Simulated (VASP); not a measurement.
# Rb (I4/mmm) in VASP: single point with LDA

Aim: the single point of Rb with LDA.

Everything below comes from runs of VASP 6.6.1. Logs are shortened: lines on timing, memory, paths and dates and some standing lists are left out, and cuts for length are marked.

## Step 1: The cell of the first run

Symmetry: I4/mmm, No. 139, tetragonal system. The conventional cell has a = 5.865 Å, b = 5.865 Å, c = 5.912 Å, α = 90.00°, β = 90.00°, γ = 90.00°.

## Step 2: Single point, LDA (functional LDA, strained)

INCAR reads:

```
PREC = Accurate
ENCUT = 520
EDIFF = 1E-6
ISMEAR = 0
SIGMA = 0.1
LREAL = F
LASPH = T
NELM = 80
ALGO = Normal
ISIF = 2
LWAVE = F
LCHARG = F
GGA = CA
NBANDS = 10
```

KPOINTS reads:

```
regular mesh
0
Gamma
  10 10 10
```

POSCAR reads:

```
Rb
1.0
   -2.9323234774      2.9323234774      2.9561126157
    2.9323234774     -2.9323234774      2.9561126157
    2.9323234774      2.9323234774     -2.9561126157
Rb
1
Direct
    0.0000000000      0.0000000000      0.0000000000
```

Potentials or basis: VASP PAW LDA potentials, release 64 (Rb_sv).

Command:

```sh
cat potpaw_LDA.64/Rb_sv/POTCAR > POTCAR
mpirun -np 1 vasp_std > vasp.out
```

OUTCAR:

```text
PREC = Accurate
   ENCUT = 520
   EDIFF = 1E-6
   ISMEAR = 0
   LREAL = F
   LASPH = T
   NELM = 80
   ISIF = 2
   GGA = CA

 ion  position               nearest neighbor table
   1  0.000  0.000  0.000-

  LATTYP: Found a body centered tetragonal cell.
 ALAT       =     5.8646469548
 C/A-ratio  =     1.0081127265

  Lattice vectors:

 A1 = (  -2.9323234774,   2.9323234774,   2.9561126157)
 A2 = (   2.9323234774,  -2.9323234774,   2.9561126157)
 A3 = (   2.9323234774,   2.9323234774,  -2.9561126157)

Analysis of symmetry for initial positions (statically):
=====================================================================
 Subroutine PRICEL returns:
 Original cell was already a primitive cell.

 Routine SETGRP: Setting up the symmetry group for a
 body centered tetragonal supercell.

 Subroutine GETGRP returns: Found 16 space group operations
 (whereof 16 operations were pure point group operations)
 out of a pool of 16 trial point group operations.

The static configuration has the point symmetry D_4h.

Analysis of symmetry for dynamics (positions and initial velocities):
=====================================================================
 Subroutine PRICEL returns:
 Original cell was already a primitive cell.

 Routine SETGRP: Setting up the symmetry group for a
 body centered tetragonal supercell.

 Subroutine GETGRP returns: Found 16 space group operations
 (whereof 16 operations were pure point group operations)
 out of a pool of 16 trial point group operations.

The dynamic configuration has the point symmetry D_4h.

 Subroutine INISYM returns: Found 16 space group operations
 (whereof 16 operations are pure point group operations),
 and found     1 'primitive' translations

----------------------------------------------------------------------------------------

                                     Primitive cell

  volume of cell :     101.6728

  direct lattice vectors                    reciprocal lattice vectors
    -2.932323477  2.932323477  2.956112616     0.000000000  0.170513248  0.169141053
     2.932323477 -2.932323477  2.956112616     0.170513248  0.000000000  0.169141053
     2.932323477  2.932323477 -2.956112616     0.170513248  0.170513248  0.000000000

  length of vectors
     5.092704954  5.092704954  5.092704954     0.240173819  0.240173819  0.241142148

  position of ions in fractional coordinates (direct lattice)
     0.000000000  0.000000000  0.000000000

  ion indices of the primitive-cell ions
   primitive index   ion index
                 1           1

----------------------------------------------------------------------------------------

 KPOINTS: regular mesh

Automatic generation of k-mesh.
 Grid dimensions read from file:
 generate k-points for:   10   10   10

 Generating k-lattice:

  Cartesian coordinates                     Fractional coordinates (reciprocal lattice)
     0.000000000  0.017051325  0.016914105     0.100000000  0.000000000 -0.000000000
     0.017051325  0.000000000  0.016914105     0.000000000  0.100000000 -0.000000000
     0.017051325  0.017051325  0.000000000     0.000000000  0.000000000  0.100000000

  Length of vectors
     0.024017382  0.024017382  0.024114215

  Shift w.r.t. Gamma in fractional coordinates (k-lattice)
     0.000000000  0.000000000  0.000000000

 Subroutine IBZKPT returns following result:
 ===========================================

 Found    102 irreducible k-points:

 Following reciprocal coordinates:
            Coordinates               Weight
  0.000000  0.000000  0.000000      1.000000
  0.100000 -0.000000  0.000000      8.000000
  0.200000 -0.000000  0.000000      8.000000
  0.300000 -0.000000  0.000000      8.000000
  0.400000 -0.000000  0.000000      8.000000
  0.500000  0.000000  0.000000      4.000000
[... 16 lines left out ...]
  0.300000  0.300000  0.000000      8.000000
  0.400000  0.300000  0.000000     16.000000
 [... further k-points ...]
   k-points           NKPTS =    102   k-points in BZ     NKDIM =    102   number of bands    NBANDS=     10
   number of dos      NEDOS =    301   number of ions     NIONS =      1
   total plane-waves  NPLWV =  64000
   dimension x,y,z NGX =    40 NGY =   40 NGZ =   40
   dimension x,y,z NGXF=    80 NGYF=   80 NGZF=   80
   ions per type =               1
   NGX,Y,Z   is equivalent  to a cutoff of  13.06, 13.06, 13.06 a.u.
   NGXF,Y,Z  is equivalent  to a cutoff of  26.12, 26.12, 26.12 a.u.
 SYSTEM =  unknown system
   PREC   = accura    normal or accurate (medium, high low for compatibility)
   ISTART =      0    job   : 0-new  1-cont  2-samecut
   ICHARG =      2    charge: 1-file 2-atom 10-const
   ISPIN  =      1    spin polarized calculation?
   LNONCOLLINEAR =      F non collinear calculations
   LSORBIT =      F    spin-orbit coupling
   LASPH  =      T    aspherical Exc in radial PAW
   ENCUT  =  520.0 eV  38.22 Ry    6.18 a.u.   9.47  9.47  9.47*2*pi/ulx,y,z
   NELM   =     80;   NELMIN=  2; NELMDL= -5     # of ELM steps
   EDIFF  = 0.1E-05   stopping-criterion for ELM
   LREAL  =      F    real-space projection
   EDIFFG = 0.1E-04   stopping-criterion for IOM
   NSW    =      0    number of steps for IOM
   IBRION =     -1    ionic relax: 0-MD 1-quasi-New 2-CG
   NFREE  =      0    steps in history (QN), initial steepest desc. (CG)
   ISIF   =      2    stress and relaxation
   ISYM   =      2    0-nonsym 1-usesym 2-fastsym
   POTIM  = 0.5000    time-step for ionic-motion
   TEBEG  =    0.0;   TEEND  =   0.0 temperature during run
   PSTRESS=    0.0 pullay stress
   NELECT =       9.0000    total number of electrons
   NUPDOWN=      -1.0000    fix difference up-down
   EMIN   =  10.00;   EMAX   =-10.00  energy-range for DOS
   EFERMI =   0.00;   METHOD = LEGACY
   ISMEAR =     0;   SIGMA  =   0.10  broadening in eV -4-tet -1-fermi 0-gaus
   EFERMI_NEDOS =   21; number of points for ismear=-14 and -15
   IALGO  =     38    algorithm
   IMIX   =      4    mixing-type and parameters
     AMIX     =   0.40;   BMIX     =  1.00
     AMIX_MAG =   1.60;   BMIX_MAG =  1.00
  volume/ion in A,a.u.               =     101.67       686.12
  Fermi-wavevector in a.u.,A,eV,Ry     =   0.729604  1.378752  7.242688  0.532323
  Thomas-Fermi vector in A             =   1.821368
   LORBIT       =      0    0 simple, 1 ext, 2 COOP (PROOUT), +10 PAW based schemes
   GGA     = CA    functional components
   LHFCALC =     F    Hartree Fock is set to
   AEXX    =    0.0000 exact exchange contribution
   IVDW    =     0    specifies the selected vdW correction
   LEPSILON=     F    determine dielectric tensor
   LRPA    =     F    only Hartree local field effects (RPA)
 non-spin polarized calculation
 Gauss-broadening in eV      SIGMA  =   0.10
  energy-cutoff  :      520.00
  volume of cell :      101.67
 maximum number of plane-waves:      2753
 NGX is ok and might be reduce to    40
   NGX = 19   NGY = 19   NGZ = 19

 number of electron       9.0000000 magnetization

 Free energy of the ion-electron system (eV)
  ---------------------------------------------------
  ext. energy  EPLUGINS =         0.00000000
  ---------------------------------------------------
  free energy    TOTEN  =        -1.00599194 eV

  energy without entropy =       -0.99960337  energy(sigma->0) =       -1.00279765

 E-fermi :  -0.4270     XC(G=0):  -5.4024

 val. band max:       -0.4290171270   @ k =   0.5000   0.3000   0.0000
 cond. band min:      -0.4154210343   @ k =  -0.3000   0.4000   0.2000
 fundamental gap:      0.0135960927
 Fermi energy:        -0.4269967688

 k-point     1 :       0.0000    0.0000    0.0000
  band No.  band energies     occupation
      1     -29.2974      2.00000
      2     -13.4061      2.00000
      3     -13.4061      2.00000
      4     -13.4061      2.00000
      5      -2.2651      2.00000
      6       3.0335      0.00000
      7       3.0335      0.00000
      8       3.0701      0.00000
      9       3.9142      0.00000
     10       3.9657      0.00000

 k-point     2 :       0.1000   -0.0000    0.0000
  band No.  band energies     occupation
      1     -29.2972      2.00000
      2     -13.4125      2.00000
      3     -13.4082      2.00000
      4     -13.4060      2.00000
      5      -2.1578      2.00000
      6       2.8711      0.00000
      7       2.9128      0.00000
      8       3.1477      0.00000
      9       3.7346      0.00000
     10       3.9200      0.00000

 k-point     3 :       0.2000   -0.0000    0.0000
  band No.  band energies     occupation
      1     -29.2965      2.00000
      2     -13.4293      2.00000
      3     -13.4139      2.00000
      4     -13.4060      2.00000
      5      -1.8441      2.00000
      6       2.3057      0.00000
      7       2.6228      0.00000
      8       3.4265      0.00000
      9       3.6953      0.00000
     10       3.8806      0.00000

 k-point     4 :       0.3000   -0.0000    0.0000
  band No.  band energies     occupation
      1     -29.2958      2.00000
      2     -13.4498      2.00000
      3     -13.4209      2.00000
      4     -13.4058      2.00000
      5      -1.3493      2.00000
      6       1.5944      0.00000
      7       2.3439      0.00000
      8       3.7425      0.00000
      9       3.8759      0.00000
     10       3.9347      0.00000
[... 222 lines left out ...]
 k-point    22 :      -0.2000    0.2000    0.0000
  band No.  band energies     occupation
      1     -29.2965      2.00000
      2     -13.4293      2.00000
      3     -13.4141      2.00000
      4     -13.4061      2.00000
      5      -1.8406      2.00000
      6       2.3295      0.00000
      7       2.5938      0.00000
      8       3.4056      0.00000
      9       3.7344      0.00000
     10       3.8523      0.00000

 k-point    23 :       0.3000    0.3000    0.0000
  band No.  band energies     occupation
      1     -29.2947      2.00000
      2     -13.4577      2.00000
      3     -13.4448      2.00000
      4     -13.4141      2.00000
      5       0.2097      0.00000
      6       0.8419      0.00000
      7       1.0156      0.00000
      8       3.1400      0.00000
      9       3.9605      0.00000
     10       4.2226      0.00000

 k-point    24 :       0.4000    0.3000    0.0000
  band No.  band energies     occupation
      1     -29.2947      2.00000
      2     -13.4578      2.00000
      3     -13.4448      2.00000
      4     -13.4142      2.00000
      5       0.2258      0.00000
      6       0.8338      0.00000
      7       1.0102      0.00000
      8       3.1357      0.00000
      9       3.9372      0.00000
     10       4.2516      0.00000

 [... further k-points ...]

------------------------ aborting loop because EDIFF is reached ----------------------------------------

  FORCE on cell =-STRESS in cart. coord.  units (eV):
  Direction    XX          YY          ZZ          XY          YZ          ZX
  --------------------------------------------------------------------------------------
  -------------------------------------------------------------------------------------
  Total       -0.3672480     -0.3672480     -0.3623554      0.0000000     -0.0000000     -0.0000000
  in kB       -5.7871576     -5.7871576     -5.7100585      0.0000000     -0.0000000     -0.0000000
  external PRESSURE =      -5.7614579 kB  Pullay stress =       0.0000000 kB

 VOLUME and BASIS-vectors are now :
 -----------------------------------------------------------------------------
  energy-cutoff  :      520.00
  volume of cell :      101.67
      direct lattice vectors                 reciprocal lattice vectors
    -2.932323477  2.932323477  2.956112616     0.000000000  0.170513248  0.169141053
     2.932323477 -2.932323477  2.956112616     0.170513248  0.000000000  0.169141053
     2.932323477  2.932323477 -2.956112616     0.170513248  0.170513248  0.000000000

 POSITION                                       TOTAL-FORCE (eV/Angst)
 -----------------------------------------------------------------------------------
      0.00000      0.00000      0.00000         0.000000      0.000000      0.000000
 -----------------------------------------------------------------------------------
    total drift:                                0.000000      0.000000     -0.000000

  FREE ENERGIE OF THE ION-ELECTRON SYSTEM (eV)
  ---------------------------------------------------
  free  energy   TOTEN  =        -1.0059919389 eV

  energy  without entropy=       -0.9996033691  energy(sigma->0) =       -1.00279765
```

Wall time 31 s (1 thread of Intel Xeon 6975P-C (Granite Rapids), shared host); peak memory 0.25 GiB.

Results:

- Free energy: -1.0060 eV
- Pressure: -0.6 GPa

Levels at points of the mesh, in eV from the Fermi level:
```
           k point  band 1  band 2  band 3  band 4  band 5  band 6  band 7  band 8  band 9  band 10
(0.00, 0.00, 0.00)  -28.87  -12.98  -12.98  -12.98   -1.84    3.46    3.46    3.50    4.34     4.39
(0.50, 0.00, 0.00)  -28.87  -13.05  -13.00  -12.98    0.22    0.76    2.52    3.90    4.88     4.94
(0.50, 0.50, 0.00)  -28.87  -13.05  -13.00  -12.98    0.23    0.78    2.48    3.92    4.90     4.91
(0.50, 0.50, 0.50)  -28.87  -13.03  -13.03  -13.03    1.34    1.36    2.93    3.00    3.00     4.02
```

Caveat: the cell differs from its parent crystal (functional LDA, strained).
